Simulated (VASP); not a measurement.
**P: single point with PBEsol**

P:

```
P
1.0
     4.16608    0.00000    0.00000
     0.00000    4.16608    0.00000
     0.00000    0.00000    4.15910
P
1
Direct
  0.00000 0.00000 0.00000
```

This cell differs from its parent crystal: strain -0.025 along x and y, -0.050 along z.

```json
{
 "Program": "VASP 6.6.1",
 "Task": "single point",
 "Functional": "PBEsol",
 "Potentials or basis": "VASP PAW PBE potentials, release 64 (P)",
 "Cutoff": "520 eV",
 "k mesh": "12 × 12 × 12",
 "Occupations": "gaussian, width 0.15 eV",
 "Spin": "no spin polarisation",
 "Dipole correction": "no",
 "Further INCAR settings": "ALGO = Normal; EDIFF = 1e-06; NBANDS = 8"
}
```

The pressure is -4.8 GPa.

Levels at points of the mesh, in eV from the Fermi level:
| k point | band 1 | band 2 | band 3 | band 4 | band 5 |
| --- | --- | --- | --- | --- | --- |
| (0.00, 0.00, 0.00) | -8.81 | 0.62 | 0.62 | 0.63 | 4.75 |
| (0.50, 0.00, 0.00) | -8.59 | -0.97 | 0.79 | 0.80 | 6.72 |
| (0.50, 0.50, 0.00) | -8.40 | -0.62 | -0.62 | 0.95 | 5.77 |
| (0.00, 0.00, 0.50) | -8.59 | -0.98 | 0.80 | 0.80 | 6.72 |
| (0.50, 0.00, 0.50) | -8.39 | -0.63 | -0.62 | 0.95 | 5.77 |
| (0.50, 0.50, 0.50) | -8.21 | -0.34 | -0.33 | -0.33 | 6.93 |

It took 79 s on 1 thread of AMD EPYC 7R43 64-Core Processor (Zen 3), with other jobs on the host, peak memory 0.2 GiB.

Caveat: the cell differs from its parent crystal (strain -0.025 along x and y, -0.050 along z); the PAW data sets were made with another functional, which shifts forces and pressure a little.
